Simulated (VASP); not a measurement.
Here is a VASP 6.6.1 calculation.

File INCAR:

```
ALGO     = Normal         # electronic algorithm
EDIFF    = 1E-7           # SCF threshold, eV
EDIFFG   = -0.001         # ionic threshold
ENCUT    = 500            # plane-wave cutoff, eV
GGA      = PS             # functional
GGA_COMPAT= False        
IBRION   = 2              # ionic algorithm
ISIF     = 3              # what is computed and relaxed
ISMEAR   = -1             # smearing method
IVDW     = 12             # dispersion correction
LASPH    = True           # aspherical terms in the spheres
LCHARG   = False          # write CHGCAR
LREAL    = False          # projectors in reciprocal space
LWAVE    = False          # write WAVECAR
NELM     = 120            # most SCF steps
NELMIN   = 4            
NSW      = 80             # ionic steps
PREC     = Accurate       # precision mode
SIGMA    = 0.01           # smearing width, eV
```

KPOINTS

```
k-points
0
Gamma
  12 12 7
```

File POSCAR:

```
Ir
1.0
    2.7513780000      0.0000000000      0.0000000000
   -1.3756890000      2.3827632434      0.0000000000
    0.0000000000      0.0000000000      4.4622900000
Ir
2
Direct
    0.6666666667      0.3333333333      0.7500000000
    0.3333333333      0.6666666667      0.2500000000
```

Potentials or basis: VASP PAW PBE potentials, release 64 (Ir_sv_GW).

The run is started by

```console
$ cat potpaw_PBE.64/Ir_sv_GW/POTCAR > POTCAR
$ mpirun -np 1 vasp_std > vasp.out
```

**Question.** What does it give for the relaxed cell?

**Answer.** a = 2.689 Å, b = 2.689 Å, c = 4.380 Å, α = 90.00°, β = 90.00°, γ = 120.00°.

**Question.** What does it give for the space group after relaxing (to 0.05 Å)?

**Answer.** P6_3/mmc (No. 194).

The path:
| step | energy change (eV) | largest force (eV/Å) | pressure (GPa) | volume (Å³) |
| --- | --- | --- | --- | --- |
| 1 | 0.0000 | 0.0000 | -23.53 | 29.25 |
| 2 | 3.1492 | 0.0000 | 213.43 | 21.07 |
| 3 | -0.1413 | 0.0000 | -3.24 | 27.64 |
| 4 | -0.1432 | 0.0000 | -1.11 | 27.50 |
| 5 | -0.1435 | 0.0000 | 0.02 | 27.42 |
| 6 | -0.1434 | 0.0000 | -0.54 | 27.46 |
| 7 | -0.1437 | 0.0000 | -0.49 | 27.46 |
| 8 | -0.1437 | 0.0000 | -0.50 | 27.46 |
| 9 | -0.1432 | 0.0000 | 1.67 | 27.32 |
| 10 | -0.1438 | 0.0000 | 0.00 | 27.42 |

Caveat: the PAW data sets were made with another functional, which shifts forces and pressure a little; pairwise dispersion overbinds metals, which lowers pressure and volume.
